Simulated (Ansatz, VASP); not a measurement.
Ta4N3: VASP beside Ansatz

File INCAR:

```
ALGO = Normal
EDIFF = 1E-6
ENCUT = 520
GGA = PS
ISIF = 2
ISMEAR = 0
LASPH = T
LCHARG = T
LELF = T
LREAL = F
LVHAR = T
LWAVE = F
NBANDS = 72
NELM = 60
PREC = Accurate
SIGMA = 0.15
```

Contents of KPOINTS:

```
k-points
0
Gamma
  9 9 5
```

The input POSCAR:

```
Ta4N3
1.0
   -4.3571443853      0.0000000000      0.0000000000
    0.0000000000     -4.3571443853      0.0000000000
    0.0000000000      0.0000000000     13.0453519637
Ta N
8 6
Direct
    0.5000000000      0.0000000000      0.4058687026
    0.0000000000      0.5000000000      0.0783439265
    0.0000000000      0.0000000000      0.5766753262
    0.5000000000      0.5000000000      0.2491505500
    0.5000000000      0.0000000000      0.0783439265
    0.0000000000      0.5000000000      0.4058687026
    0.5000000000      0.5000000000      0.5625868552
    1.0000000000      1.0000000000      0.2350620791
    0.5000000000      1.0000000000      0.2421063145
    0.0000000000      0.5000000000      0.5696310907
    0.0000000000      0.0000000000      0.4058687026
    0.5000000000      0.5000000000      0.0783439265
    1.0000000000      0.5000000000      0.2421063145
    0.5000000000      0.0000000000      0.5696310907
```

Input for Ansatz:

```yaml
crystal:
  lattice:
    - [-4.3571443853, 0.0, 0.0]
    - [0.0, -4.3571443853, 0.0]
    - [0.0, 0.0, 13.0453519637]
  atoms:
    - { symbol: Ta, position: [0.5, 0.0, 0.4058687026] }
    - { symbol: Ta, position: [0.0, 0.5, 0.0783439265] }
    - { symbol: Ta, position: [0.0, 0.0, 0.5766753262] }
    - { symbol: Ta, position: [0.5, 0.5, 0.24915055] }
    - { symbol: Ta, position: [0.5, 0.0, 0.0783439265] }
    - { symbol: Ta, position: [0.0, 0.5, 0.4058687026] }
    - { symbol: Ta, position: [0.5, 0.5, 0.5625868552] }
    - { symbol: Ta, position: [1.0, 1.0, 0.2350620791] }
    - { symbol: "N", position: [0.5, 1.0, 0.2421063145] }
    - { symbol: "N", position: [0.0, 0.5, 0.5696310907] }
    - { symbol: "N", position: [0.0, 0.0, 0.4058687026] }
    - { symbol: "N", position: [0.5, 0.5, 0.0783439265] }
    - { symbol: "N", position: [1.0, 0.5, 0.2421063145] }
    - { symbol: "N", position: [0.5, 0.0, 0.5696310907] }
basis:
  ecutwfc: 420
kpoints:
  mp_grid: { grid: [9, 9, 5] }
hamiltonian:
  xc: pbesol
scf:
  occupations: { method: gaussian, width: 0.15 }
output:
  forces: true
  stress: true
  eigenvalues: true
  write_density: true
  write_potential: true
  elf: true
  volumetric_format: npy
```

Alike in both runs: task single point; functional PBEsol; k mesh 9 × 9 × 5; occupations gaussian, width 0.15 eV; no spin polarisation.

|  | VASP | Ansatz |
| --- | --- | --- |
| version | VASP 6.6.1 | Ansatz 0.2.0 |
| potentials or method | VASP PAW PBE potentials, release 64 (Ta_pv, N), cutoff 520 eV | scalar-relativistic, plane waves, PAW |
| valence electrons in the cell | 118 | 134 |

|  | VASP | Ansatz | Ansatz less VASP |
| --- | --- | --- | --- |
| gap on the k mesh at the Fermi level (eV) | none | none | - |
| rms of the force components (eV/Å) | 0.911 | 0.914 | +0.0024 |

VASP's potentials were made for PBE, not for PBEsol. Atom by atom the forces differ by 0.013 eV/Å (rms over components). A gap of «none» marks a metal or a gap that the smearing closes. With one functional, cell and mesh, what is left measures potentials, basis and numerics. VASP's potentials hold 118 valence electrons a cell and Ansatz's 134, so a difference there can come from the potentials and not from the codes.

Neither program's run includes spin-orbit coupling.
